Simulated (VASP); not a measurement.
Runs of VASP 6.6.1 on C. The structure is that of space group R-3m (No. 166), or close to it. The cells are those of the table. 

| cell | gap on the mesh (eV) | pressure (GPa) |
| --- | --- | --- |
| a = 3.608 Å, angles 39.7°, 2 atoms | 0.73 | 2.7 |
| a = 3.700 Å, angles 38.7°, 2 atoms | 0.62 | (a) |
| a = 3.889 Å, angles 36.8°, 2 atoms | 0.44 | (b) |
| a = 3.794 Å, angles 37.8°, 2 atoms | 0.52 | (c) |
| a = 3.985 Å, angles 35.9°, 2 atoms | 0.37 | -0.2 |

Alike in all rows: task single point; level r2SCAN; potentials or basis VASP PAW PBE potentials, release 64 (C); no spin polarisation; k mesh 18 × 18 × 18; cutoff (eV) 520; smearing gaussian 0.02 eV.

Task: Fill in the values left out.

Result: (a) 1.5; (b) 0.1; (c) 0.7.

Caveats: the PAW data sets were made with another functional, which shifts forces and pressure a little.

A k mesh can miss the band edges.
